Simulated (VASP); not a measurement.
# O (P6_3/mmc) in VASP: single point with PBE

Aim: the single point of O with PBE.

All numbers are computed with VASP 6.6.1; they aren't measurements. Logs are shortened: lines on timing, memory, paths and dates and some standing lists are left out, and cuts for length are marked.

## (1) The cell of the first run

It takes space group P6_3/mmc (No. 194, hexagonal). The conventional cell has a = 2.561 Å, b = 2.561 Å, c = 6.575 Å, α = 90.00°, β = 90.00°, γ = 120.00°. O (site symmetry 3m) has 1 O at 1.17 Å within 1.6 Å.

## (2) Single point, PBE

Contents of INCAR:

```
PREC = Accurate
ENCUT = 520
EDIFF = 1E-7
ISMEAR = -1
SIGMA = 0.03
LREAL = F
LASPH = T
NELM = 100
ALGO = Normal
ISIF = 2
LWAVE = F
LCHARG = T
GGA = PE
LELF = T
LVHAR = T
NBANDS = 20
```

Contents of KPOINTS:

```
regular mesh
0
Gamma
  8 8 3
```

Contents of POSCAR:

```
O
1.0
    2.5609995400      0.0000000000      0.0000000000
   -1.2804997700      2.2178906600      0.0000000000
    0.0000000000      0.0000000000      6.5750000000
O
4
Direct
    0.3333333300      0.6666666700      0.1610000000
    0.6666666700      0.3333333300      0.6610000000
    0.3333333300      0.6666666700      0.3390000000
    0.6666666700      0.3333333300      0.8390000000
```

Potentials or basis: VASP PAW PBE potentials, release 64 (O).

Run with:

```
> cat potpaw_PBE.64/O/POTCAR > POTCAR
> mpirun -np 1 vasp_std > vasp.out
```

OUTCAR:

```text
PREC = Accurate
   ENCUT = 520
   EDIFF = 1E-7
   ISMEAR = -1
   LREAL = F
   LASPH = T
   NELM = 100
   ISIF = 2
   GGA = PE

 ion  position               nearest neighbor table
   1  0.333  0.667  0.161-   3 1.17
   2  0.667  0.333  0.661-   4 1.17
   3  0.333  0.667  0.339-   1 1.17
   4  0.667  0.333  0.839-   2 1.17

  LATTYP: Found a hexagonal cell.
 ALAT       =     2.5609995400
 C/A-ratio  =     2.5673569625

  Lattice vectors:

 A1 = (   2.5609995400,   0.0000000000,   0.0000000000)
 A2 = (  -1.2804997700,   2.2178906600,   0.0000000000)
 A3 = (   0.0000000000,   0.0000000000,   6.5750000000)

Analysis of symmetry for initial positions (statically):
=====================================================================
 Subroutine PRICEL returns:
 Original cell was already a primitive cell.

 Routine SETGRP: Setting up the symmetry group for a
 hexagonal supercell.

 Subroutine GETGRP returns: Found 24 space group operations
 (whereof 12 operations were pure point group operations)
 out of a pool of 24 trial point group operations.

The static configuration has the point symmetry D_3d.
 The point group associated with its full space group is D_6h.

Analysis of symmetry for dynamics (positions and initial velocities):
=====================================================================
 Subroutine PRICEL returns:
 Original cell was already a primitive cell.

 Routine SETGRP: Setting up the symmetry group for a
 hexagonal supercell.

 Subroutine GETGRP returns: Found 24 space group operations
 (whereof 12 operations were pure point group operations)
 out of a pool of 24 trial point group operations.

The dynamic configuration has the point symmetry D_3d.
 The point group associated with its full space group is D_6h.

 Subroutine INISYM returns: Found 24 space group operations
 (whereof 12 operations are pure point group operations),
 and found     1 'primitive' translations

----------------------------------------------------------------------------------------

                                     Primitive cell

  volume of cell :      37.3461

  direct lattice vectors                    reciprocal lattice vectors
     2.560999540  0.000000000  0.000000000     0.390472542  0.225439427  0.000000000
    -1.280499770  2.217890660  0.000000000     0.000000000  0.450878854  0.000000000
     0.000000000  0.000000000  6.575000000     0.000000000  0.000000000  0.152091255

  length of vectors
     2.560999540  2.560999539  6.575000000     0.450878854  0.450878854  0.152091255

  position of ions in fractional coordinates (direct lattice)
     0.333333330  0.666666670  0.161000000
     0.666666670  0.333333330  0.661000000
     0.333333330  0.666666670  0.339000000
     0.666666670  0.333333330  0.839000000

  ion indices of the primitive-cell ions
   primitive index   ion index
                 1           1
                 2           2
                 3           3
                 4           4

----------------------------------------------------------------------------------------

 KPOINTS: regular mesh

Automatic generation of k-mesh.
 Grid dimensions read from file:
 generate k-points for:    8    8    3

 Generating k-lattice:

  Cartesian coordinates                     Fractional coordinates (reciprocal lattice)
     0.048809068  0.028179928  0.000000000     0.125000000  0.000000000  0.000000000
     0.000000000  0.056359857  0.000000000     0.000000000  0.125000000  0.000000000
     0.000000000  0.000000000  0.050697085     0.000000000  0.000000000  0.333333333

  Length of vectors
     0.056359857  0.056359857  0.050697085

  Shift w.r.t. Gamma in fractional coordinates (k-lattice)
     0.000000000  0.000000000  0.000000000

 Subroutine IBZKPT returns following result:
 ===========================================

 Found     20 irreducible k-points:

 Following reciprocal coordinates:
            Coordinates               Weight
  0.000000  0.000000  0.000000      1.000000
  0.125000  0.000000  0.000000      6.000000
  0.250000  0.000000  0.000000      6.000000
  0.375000  0.000000  0.000000      6.000000
  0.500000  0.000000  0.000000      3.000000
  0.125000  0.125000  0.000000      6.000000
[... 12 lines left out ...]
  0.250000  0.250000  0.333333     12.000000
  0.375000  0.250000  0.333333     12.000000
   k-points           NKPTS =     20   k-points in BZ     NKDIM =     20   number of bands    NBANDS=     20
   number of dos      NEDOS =    301   number of ions     NIONS =      4
   total plane-waves  NPLWV =  20000
   dimension x,y,z NGX =    20 NGY =   20 NGZ =   50
   dimension x,y,z NGXF=    40 NGYF=   40 NGZF=  100
   ions per type =               4
   NGX,Y,Z   is equivalent  to a cutoff of  12.98, 12.98, 12.64 a.u.
   NGXF,Y,Z  is equivalent  to a cutoff of  25.97, 25.97, 25.28 a.u.
 SYSTEM =  unknown system
   PREC   = accura    normal or accurate (medium, high low for compatibility)
   ISTART =      0    job   : 0-new  1-cont  2-samecut
   ICHARG =      2    charge: 1-file 2-atom 10-const
   ISPIN  =      1    spin polarized calculation?
   LNONCOLLINEAR =      F non collinear calculations
   LSORBIT =      F    spin-orbit coupling
   LASPH  =      T    aspherical Exc in radial PAW
   ENCUT  =  520.0 eV  38.22 Ry    6.18 a.u.   4.76  4.76 12.23*2*pi/ulx,y,z
   NELM   =    100;   NELMIN=  2; NELMDL= -5     # of ELM steps
   EDIFF  = 0.1E-06   stopping-criterion for ELM
   LREAL  =      F    real-space projection
   EDIFFG = 0.1E-05   stopping-criterion for IOM
   NSW    =      0    number of steps for IOM
   IBRION =     -1    ionic relax: 0-MD 1-quasi-New 2-CG
   NFREE  =      0    steps in history (QN), initial steepest desc. (CG)
   ISIF   =      2    stress and relaxation
   ISYM   =      2    0-nonsym 1-usesym 2-fastsym
   POTIM  = 0.5000    time-step for ionic-motion
   TEBEG  =    0.0;   TEEND  =   0.0 temperature during run
   PSTRESS=    0.0 pullay stress
   NELECT =      24.0000    total number of electrons
   NUPDOWN=      -1.0000    fix difference up-down
   EMIN   =  10.00;   EMAX   =-10.00  energy-range for DOS
   EFERMI =   0.00;   METHOD = LEGACY
   ISMEAR =    -1;   SIGMA  =   0.03  broadening in eV -4-tet -1-fermi 0-gaus
   EFERMI_NEDOS =   21; number of points for ismear=-14 and -15
   IALGO  =     38    algorithm
   IMIX   =      4    mixing-type and parameters
     AMIX     =   0.40;   BMIX     =  1.00
     AMIX_MAG =   1.60;   BMIX_MAG =  1.00
  volume/ion in A,a.u.               =       9.34        63.01
  Fermi-wavevector in a.u.,A,eV,Ry     =   1.412744  2.669699 27.155125  1.995845
  Thomas-Fermi vector in A             =   2.534461
   LORBIT       =      0    0 simple, 1 ext, 2 COOP (PROOUT), +10 PAW based schemes
   GGA     = PE    functional components
   LHFCALC =     F    Hartree Fock is set to
   AEXX    =    0.0000 exact exchange contribution
   IVDW    =     0    specifies the selected vdW correction
   LEPSILON=     F    determine dielectric tensor
   LRPA    =     F    only Hartree local field effects (RPA)
 non-spin polarized calculation
  energy-cutoff  :      520.00
  volume of cell :       37.35
 maximum number of plane-waves:      1020
 NGX is ok and might be reduce to    20
   NGX =  9   NGY =  9   NGZ = 25

 number of electron      23.9999997 magnetization

 Free energy of the ion-electron system (eV)
  ---------------------------------------------------
  ext. energy  EPLUGINS =         0.00000000
  ---------------------------------------------------
  free energy    TOTEN  =       -18.58019416 eV

  energy without entropy =      -18.56871353  energy(sigma->0) =      -18.57445384

 E-fermi :   2.3547     XC(G=0): -10.5504

 val. band max:        2.3526383058   @ k =   0.1250   0.1250   0.0000
 cond. band min:       2.3574778672   @ k =   0.1250   0.1250   0.3333
 fundamental gap:      0.0048395614
 Fermi energy:         2.3546929550

 k-point     1 :       0.0000    0.0000    0.0000
  band No.  band energies     occupation
      1     -26.6323      2.00000
      2     -26.4925      2.00000
      3     -13.6537      2.00000
      4     -11.7822      2.00000
      5      -7.7543      2.00000
      6      -4.7705      2.00000
[... 12 lines left out ...]
     19      17.8488      0.00000
     20      18.5175      0.00000

 k-point     2 :       0.1250    0.0000    0.0000
  band No.  band energies     occupation
      1     -26.5226      2.00000
      2     -26.3923      2.00000
      3     -13.4473      2.00000
      4     -11.6726      2.00000
      5      -7.6755      2.00000
      6      -4.9934      2.00000
[... 12 lines left out ...]
     19      18.1110      0.00000
     20      18.6014      0.00000

 k-point     3 :       0.2500    0.0000    0.0000
  band No.  band energies     occupation
      1     -26.2455      2.00000
      2     -26.1425      2.00000
      3     -12.8895      2.00000
      4     -11.4152      2.00000
      5      -7.5561      2.00000
      6      -5.9672      2.00000
[... 12 lines left out ...]
     19      18.6632      0.00000
     20      18.7727      0.00000

 k-point     4 :       0.3750    0.0000    0.0000
  band No.  band energies     occupation
      1     -25.9483      2.00000
      2     -25.8836      2.00000
      3     -12.1865      2.00000
      4     -11.2148      2.00000
      5      -7.6560      2.00000
      6      -7.0508      2.00000
[... 337 lines left out ...]
 k-point    19 :       0.2500    0.2500    0.3333
  band No.  band energies     occupation
      1     -25.8102      2.00000
      2     -25.7882      2.00000
      3     -11.7030      2.00000
      4     -11.3667      2.00000
      5      -7.1379      2.00000
      6      -6.8500      2.00000
[... 12 lines left out ...]
     19      18.6733      0.00000
     20      18.8485      0.00000

 k-point    20 :       0.3750    0.2500    0.3333
  band No.  band energies     occupation
      1     -25.7180      2.00000
      2     -25.7099      2.00000
      3     -11.4354      2.00000
      4     -11.3081      2.00000
      5      -6.9862      2.00000
      6      -6.8603      2.00000
[... 12 lines left out ...]
     19      18.9854      0.00000
     20      19.1288      0.00000

------------------------ aborting loop because EDIFF is reached ----------------------------------------

  FORCE on cell =-STRESS in cart. coord.  units (eV):
  Direction    XX          YY          ZZ          XY          YZ          ZX
  --------------------------------------------------------------------------------------
  -------------------------------------------------------------------------------------
  Total       -0.0742275     -0.0742275     16.1771747      0.0000000     -0.0000000      0.0000000
  in kB       -3.1844177     -3.1844177    694.0134205      0.0000000     -0.0000000      0.0000000
  external PRESSURE =     229.2148617 kB  Pullay stress =       0.0000000 kB

 VOLUME and BASIS-vectors are now :
 -----------------------------------------------------------------------------
  energy-cutoff  :      520.00
  volume of cell :       37.35
      direct lattice vectors                 reciprocal lattice vectors
     2.560999540  0.000000000  0.000000000     0.390472542  0.225439427  0.000000000
    -1.280499770  2.217890660  0.000000000     0.000000000  0.450878854  0.000000000
     0.000000000  0.000000000  6.575000000     0.000000000  0.000000000  0.152091255

 POSITION                                       TOTAL-FORCE (eV/Angst)
 -----------------------------------------------------------------------------------
     -0.00000      1.47859      1.05858        -0.000000      0.000000     -4.895523
      1.28050      0.73930      4.34608         0.000000     -0.000000     -4.895523
     -0.00000      1.47859      2.22892        -0.000000      0.000000      4.895523
      1.28050      0.73930      5.51642        -0.000000      0.000000      4.895523
 -----------------------------------------------------------------------------------
    total drift:                               -0.000029      0.000017     -0.000005

  FREE ENERGIE OF THE ION-ELECTRON SYSTEM (eV)
  ---------------------------------------------------
  free  energy   TOTEN  =       -18.5801941556 eV

  energy  without entropy=      -18.5687135290  energy(sigma->0) =      -18.57445384
```

Run time: 7 s. Hardware: 1 thread of Intel Xeon 6975P-C (Granite Rapids), shared host; peak memory 0.14 GiB.

What came out:

```yaml
Free_energy: -18.5802 eV
Pressure: 22.9 GPa
Largest_force: 4.896 eV/Å
Band_gap_on_the_k_mesh: zero (band 12 reaches 3.47 eV, above the bottom of band 13 at 1.62 eV)
```

Forces in eV/Å, atoms in the order of the input:
```
O    0.000  0.000 -4.896
O    0.000  0.000 -4.896
O    0.000  0.000  4.896
O    0.000  0.000  4.896
```

Levels at points of the mesh, in eV from the Fermi level:
| k point | band 8 | band 9 | band 10 | band 11 | band 12 | band 13 | band 14 | band 15 | band 16 | band 17 |
| --- | --- | --- | --- | --- | --- | --- | --- | --- | --- | --- |
| (0.00, 0.00, 0.00) | -6.25 | -6.13 | -6.13 | 1.05 | 1.05 | 1.32 | 1.32 | 8.53 | 10.19 | 10.40 |
| (0.50, 0.00, 0.00) | -7.07 | -7.05 | -6.81 | -2.26 | -1.46 | 0.28 | 0.92 | 10.88 | 11.77 | 12.83 |

Caveat: the standard files for N, O and F lose accuracy on very short bonds; spin is off for a triplet molecule; forces of over 1 eV/Å act on the atoms, so gaps and moduli don't describe the material at rest.
